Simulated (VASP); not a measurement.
## Be: single point with BLYP

The system is Be.

```
Be
1.0
     2.31815    0.00000    0.00000
    -1.15908    2.00758    0.00000
     0.00000    0.00000    7.35185
Be
4
Cartesian
  2.3182 0.0000 0.0000
  2.3182 0.0000 3.6759
  0.0000 1.3384 1.8380
  1.1591 0.6692 5.5139
```

This cell differs from its parent crystal: volume scaled by 1.08.

```
Program                : VASP 6.6.1
Task                   : single point
Functional             : BLYP
Potentials or basis    : VASP PAW PBE potentials, release 64 (Be)
Cutoff                 : 520 eV
k mesh                 : 18 × 18 × 5
Occupations            : fermi-dirac, width 0.1 eV
Spin                   : no spin polarisation
Dipole correction      : no
Further INCAR settings : ALGO = Normal; EDIFF = 1e-06; NBANDS = 12
```

| Property | Result |
| --- | --- |
| Pressure | -8.0 GPa |
| Band gap on the k mesh | zero (band 4 reaches 7.71 eV, above the bottom of band 5 at 6.41 eV) |

Stress tensor (GPa, compression positive):
```
-7.88  0.00  0.00
 0.00 -7.88  0.00
 0.00  0.00 -8.35
```

Levels at points of the mesh, in eV from the Fermi level:
```tsv
k point	band 1	band 2	band 3	band 4	band 5	band 6	band 7	band 8	band 9
(0.00, 0.00, 0.00)	-11.03	-8.98	-8.95	-4.40	0.59	9.63	9.63	14.79	14.79
(0.50, 0.00, 0.00)	-4.76	-3.94	-3.55	-2.78	0.87	0.93	3.84	5.65	6.60
```

Wall time 19 s on 1 thread of AMD EPYC 9R45 96-Core Processor (Zen 5), with other jobs on the host, peak memory 0.13 GiB.

Caveat: the PAW data sets were made with another functional, which shifts forces and pressure a little.
